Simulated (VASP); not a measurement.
# PbS (P-6m2) in VASP: notebook, part 2 of 3

VASP 6.6.1. The steps go on from the part before.

**3. Single point, PBE+D3(BJ) (volume scaled by 0.91, then relaxed in part)**

Input file INCAR:

```
  ALGO = Normal
  EDIFF = 1E-7
  ENCUT = 520
  GGA = PE
  ISIF = 2
  ISMEAR = 0
  IVDW = 12
  LASPH = T
  LCHARG = F
  LREAL = F
  LWAVE = F
  NBANDS = 17
  NELM = 60
  PREC = Accurate
  SIGMA = 0.1
```

Input file KPOINTS:

```
k-points
0
Gamma
  12 12 12
```

Input file POSCAR:

```
PbS
1.0
    3.8368865387      0.0000000000      0.0000000000
   -1.9184432694      3.3228412140      0.0000000000
    0.0000000000      0.0000000000      3.7453598190
Pb S
1 1
Direct
    0.0000000000      0.0000000000      0.0000000000
    0.6666666667      0.3333333333      0.5000000000
```

Potentials or basis: VASP PAW PBE potentials, release 64 (Pb_d, S).

The run is started by

```bash
$ cat potpaw_PBE.64/Pb_d/POTCAR potpaw_PBE.64/S/POTCAR > POTCAR
$ mpirun -np 1 vasp_std > vasp.out
```

OUTCAR:

```text
EDIFF = 1E-7
   ENCUT = 520
   GGA = PE
   ISIF = 2
   ISMEAR = 0
   IVDW = 12
   LASPH = T
   LREAL = F
   NELM = 60
   PREC = Accurate
 IVDW          = 12

 ion  position               nearest neighbor table
   1  0.000  0.000  0.000-   2 2.90   2 2.90   2 2.90   2 2.90   2 2.90   2 2.90
   2  0.667  0.333  0.500-   1 2.90   1 2.90   1 2.90   1 2.90   1 2.90   1 2.90

  LATTYP: Found a hexagonal cell.
 ALAT       =     3.8368865387
 C/A-ratio  =     0.9761455756

  Lattice vectors:

 A1 = (   3.8368865387,   0.0000000000,   0.0000000000)
 A2 = (  -1.9184432694,   3.3228412140,   0.0000000000)
 A3 = (   0.0000000000,   0.0000000000,   3.7453598190)

Analysis of symmetry for initial positions (statically):
=====================================================================
 Subroutine PRICEL returns:
 Original cell was already a primitive cell.

 Routine SETGRP: Setting up the symmetry group for a
 hexagonal supercell.

 Subroutine GETGRP returns: Found 12 space group operations
 (whereof 12 operations were pure point group operations)
 out of a pool of 24 trial point group operations.

The static configuration has the point symmetry D_3h.

Analysis of symmetry for dynamics (positions and initial velocities):
=====================================================================
 Subroutine PRICEL returns:
 Original cell was already a primitive cell.

 Routine SETGRP: Setting up the symmetry group for a
 hexagonal supercell.

 Subroutine GETGRP returns: Found 12 space group operations
 (whereof 12 operations were pure point group operations)
 out of a pool of 24 trial point group operations.

The dynamic configuration has the point symmetry D_3h.

 Subroutine INISYM returns: Found 12 space group operations
 (whereof 12 operations are pure point group operations),
 and found     1 'primitive' translations

----------------------------------------------------------------------------------------

                                     Primitive cell

  volume of cell :      47.7510

  direct lattice vectors                    reciprocal lattice vectors
     3.836886539  0.000000000  0.000000000     0.260627983  0.150473636  0.000000000
    -1.918443269  3.322841214  0.000000000     0.000000000  0.300947272  0.000000000
     0.000000000  0.000000000  3.745359819     0.000000000  0.000000000  0.266997044

  length of vectors
     3.836886539  3.836886539  3.745359819     0.300947272  0.300947272  0.266997044

  position of ions in fractional coordinates (direct lattice)
     0.000000000  0.000000000  0.000000000
     0.666666667  0.333333333  0.500000000

  ion indices of the primitive-cell ions
   primitive index   ion index
                 1           1
                 2           2

----------------------------------------------------------------------------------------

 KPOINTS: k-points

Automatic generation of k-mesh.
 Grid dimensions read from file:
 generate k-points for:   12   12   12

 Generating k-lattice:

  Cartesian coordinates                     Fractional coordinates (reciprocal lattice)
     0.021718999  0.012539470  0.000000000     0.083333333  0.000000000  0.000000000
     0.000000000  0.025078939  0.000000000     0.000000000  0.083333333  0.000000000
     0.000000000  0.000000000  0.022249754     0.000000000  0.000000000  0.083333333

  Length of vectors
     0.025078939  0.025078939  0.022249754

  Shift w.r.t. Gamma in fractional coordinates (k-lattice)
     0.000000000  0.000000000  0.000000000

 Subroutine IBZKPT returns following result:
 ===========================================

 Found    133 irreducible k-points:

 Following reciprocal coordinates:
            Coordinates               Weight
  0.000000  0.000000  0.000000      1.000000
  0.083333 -0.000000  0.000000      6.000000
  0.166667 -0.000000  0.000000      6.000000
  0.250000 -0.000000  0.000000      6.000000
  0.333333 -0.000000  0.000000      6.000000
  0.416667 -0.000000  0.000000      6.000000
[... 16 lines left out ...]
  0.250000 -0.000000  0.083333     12.000000
  0.333333 -0.000000  0.083333     12.000000
 [... further k-points ...]
   k-points           NKPTS =    133   k-points in BZ     NKDIM =    133   number of bands    NBANDS=     17
   number of dos      NEDOS =    301   number of ions     NIONS =      2
   total plane-waves  NPLWV =  25200
   dimension x,y,z NGX =    30 NGY =   30 NGZ =   28
   dimension x,y,z NGXF=    60 NGYF=   60 NGZF=   56
   ions per type =               1   1
   NGX,Y,Z   is equivalent  to a cutoff of  13.00, 13.00, 12.43 a.u.
   NGXF,Y,Z  is equivalent  to a cutoff of  26.00, 26.00, 24.86 a.u.
 SYSTEM =  unknown system
   PREC   = accura    normal or accurate (medium, high low for compatibility)
   ISTART =      0    job   : 0-new  1-cont  2-samecut
   ICHARG =      2    charge: 1-file 2-atom 10-const
   ISPIN  =      1    spin polarized calculation?
   LNONCOLLINEAR =      F non collinear calculations
   LSORBIT =      F    spin-orbit coupling
   LASPH  =      T    aspherical Exc in radial PAW
   ENCUT  =  520.0 eV  38.22 Ry    6.18 a.u.   7.13  7.13  6.96*2*pi/ulx,y,z
   NELM   =     60;   NELMIN=  2; NELMDL= -5     # of ELM steps
   EDIFF  = 0.1E-06   stopping-criterion for ELM
   LREAL  =      F    real-space projection
   EDIFFG = 0.1E-05   stopping-criterion for IOM
   NSW    =      0    number of steps for IOM
   IBRION =     -1    ionic relax: 0-MD 1-quasi-New 2-CG
   NFREE  =      0    steps in history (QN), initial steepest desc. (CG)
   ISIF   =      2    stress and relaxation
   ISYM   =      2    0-nonsym 1-usesym 2-fastsym
   POTIM  = 0.5000    time-step for ionic-motion
   TEBEG  =    0.0;   TEEND  =   0.0 temperature during run
   PSTRESS=    0.0 pullay stress
   NELECT =      20.0000    total number of electrons
   NUPDOWN=      -1.0000    fix difference up-down
   EMIN   =  10.00;   EMAX   =-10.00  energy-range for DOS
   EFERMI =   0.00;   METHOD = LEGACY
   ISMEAR =     0;   SIGMA  =   0.10  broadening in eV -4-tet -1-fermi 0-gaus
   EFERMI_NEDOS =   21; number of points for ismear=-14 and -15
   IALGO  =     38    algorithm
   IMIX   =      4    mixing-type and parameters
     AMIX     =   0.40;   BMIX     =  1.00
     AMIX_MAG =   1.60;   BMIX_MAG =  1.00
  volume/ion in A,a.u.               =      23.88       161.12
  Fermi-wavevector in a.u.,A,eV,Ry     =   1.224872  2.314673 20.412985  1.500312
  Thomas-Fermi vector in A             =   2.359931
   LORBIT       =      0    0 simple, 1 ext, 2 COOP (PROOUT), +10 PAW based schemes
   GGA     = PE    functional components
   LHFCALC =     F    Hartree Fock is set to
   AEXX    =    0.0000 exact exchange contribution
   IVDW    =    12    specifies the selected vdW correction
   LEPSILON=     F    determine dielectric tensor
   LRPA    =     F    only Hartree local field effects (RPA)
 non-spin polarized calculation
 Gauss-broadening in eV      SIGMA  =   0.10
  energy-cutoff  :      520.00
  volume of cell :       47.75
 maximum number of plane-waves:      1311
 NGX is ok and might be reduce to    30
   NGX = 15   NGY = 15   NGZ = 13

 number of electron      20.0000002 magnetization

 Free energy of the ion-electron system (eV)
  ---------------------------------------------------
  ext. energy  EPLUGINS =         0.00000000
  ---------------------------------------------------
  free energy    TOTEN  =        -8.36468481 eV

  energy without entropy =       -8.36336748  energy(sigma->0) =       -8.36402615

 E-fermi :   6.6387     XC(G=0): -10.1262

 val. band max:        6.6096548780   @ k =   0.2500   0.2500   0.5000
 cond. band min:       6.6892993942   @ k =   0.3333   0.3333   0.0833
 fundamental gap:      0.0796445162
 Fermi energy:         6.6386731414

 k-point     1 :       0.0000    0.0000    0.0000
  band No.  band energies     occupation
      1     -10.1779      2.00000
      2     -10.1561      2.00000
      3     -10.1561      2.00000
      4     -10.0124      2.00000
      5     -10.0124      2.00000
      6      -7.3716      2.00000
[... 9 lines left out ...]
     16      18.0803      0.00000
     17      18.0812      0.00000
[... 441 lines left out ...]
 k-point    24 :       0.3333   -0.0000    0.0833
  band No.  band energies     occupation
      1     -10.2092      2.00000
      2     -10.1140      2.00000
      3     -10.0729      2.00000
      4     -10.0653      2.00000
      5     -10.0275      2.00000
      6      -6.3259      2.00000
[... 9 lines left out ...]
     16      17.2720      0.00000
     17      17.7843      0.00000

 [... further k-points ...]

------------------------ aborting loop because EDIFF is reached ----------------------------------------

 Edisp (eV)   -0.76055

 E8    (eV) :    -0.3421

  FORCE on cell =-STRESS in cart. coord.  units (eV):
  Direction    XX          YY          ZZ          XY          YZ          ZX
  --------------------------------------------------------------------------------------
  -------------------------------------------------------------------------------------
  Total       1.55365     1.55365     1.55169    -0.00000     0.00000    -0.00000
  in kB      52.12938    52.12938    52.06338    -0.00000     0.00000    -0.00000
  external pressure =       52.11 kB  Pullay stress =        0.00 kB

 VOLUME and BASIS-vectors are now :
 -----------------------------------------------------------------------------
  energy-cutoff  :      520.00
  volume of cell :       47.75
      direct lattice vectors                 reciprocal lattice vectors
     3.836886539  0.000000000  0.000000000     0.260627983  0.150473636  0.000000000
    -1.918443269  3.322841214  0.000000000     0.000000000  0.300947272  0.000000000
     0.000000000  0.000000000  3.745359819     0.000000000  0.000000000  0.266997044

 POSITION                                       TOTAL-FORCE (eV/Angst)
 -----------------------------------------------------------------------------------
      0.00000      0.00000      0.00000        -0.000000      0.000000      0.000000
      1.91844      1.10761      1.87268         0.000000      0.000000      0.000000
 -----------------------------------------------------------------------------------
    total drift:                               -0.000000      0.000000      0.000000

  FREE ENERGIE OF THE ION-ELECTRON SYSTEM (eV)
  ---------------------------------------------------
  free  energy   TOTEN  =        -9.1252324732 eV

  energy  without entropy=       -9.1239151468  energy(sigma->0) =       -9.12457381
```

OSZICAR:

```text
N       E                     dE             d eps       ncg     rms          rms(c)
DAV:   1     0.160852895697E+03    0.16085E+03   -0.96816E+03  4538   0.127E+03
DAV:   2     0.310186163109E+01   -0.15775E+03   -0.15180E+03  4817   0.322E+02
DAV:   3    -0.858992040090E+01   -0.11692E+02   -0.11548E+02  5933   0.924E+01
DAV:   4    -0.886249801464E+01   -0.27258E+00   -0.27229E+00  5957   0.152E+01
DAV:   5    -0.887223385687E+01   -0.97358E-02   -0.97347E-02  6609   0.281E+00    0.554E+00
DAV:   6    -0.837077282196E+01    0.50146E+00   -0.12856E+00  7226   0.904E+00    0.385E+00
DAV:   7    -0.836500922418E+01    0.57636E-02   -0.14291E-01  5893   0.204E+00    0.202E+00
DAV:   8    -0.836490212710E+01    0.10710E-03   -0.14728E-02  5940   0.128E+00    0.107E-01
DAV:   9    -0.836457175751E+01    0.33037E-03   -0.25561E-03  7233   0.453E-01    0.994E-02
DAV:  10    -0.836467825503E+01   -0.10650E-03   -0.28283E-04  5146   0.126E-01    0.502E-02
DAV:  11    -0.836468418717E+01   -0.59321E-05   -0.43705E-05  6271   0.731E-02    0.177E-02
DAV:  12    -0.836468478849E+01   -0.60131E-06   -0.37212E-06  6192   0.231E-02    0.203E-03
DAV:  13    -0.836468480839E+01   -0.19908E-07   -0.13873E-07  4916   0.339E-03
   1 F= -.91252325E+01 E0= -.91245738E+01  d E =-.131733E-02
```

stdout:

```text
POSCAR found type information on POSCAR PbS
 POSCAR found :  2 types and       2 ions
 scaLAPACK will be used
 LDA part: xc-table for (Slater+PW92), standard interpolation
 POSCAR, INCAR and KPOINTS ok, starting setup
 FFT: planning ... GRIDC
 FFT: planning ... GRID_SOFT
 FFT: planning ... GRID
 WAVECAR not read
 entering main loop
```

Run time: 54 s. Hardware: 1 thread of AMD EPYC 9R14 (Zen 4), shared host; peak memory 0.22 GiB.

What came out:

```
Free energy                : -9.1252 eV
Pressure                   : 5.2 GPa
Band gap on the k mesh     : zero (band 10 reaches 7.31 eV, above the bottom of band 11 at 5.85 eV)
Dispersion energy per atom : -0.380 eV
```

Caveat: spin-orbit coupling is left out, which moves the levels of the heavy elements; pairwise dispersion overbinds metals, which lowers pressure and volume.

(Continued in part 3 of 3.)
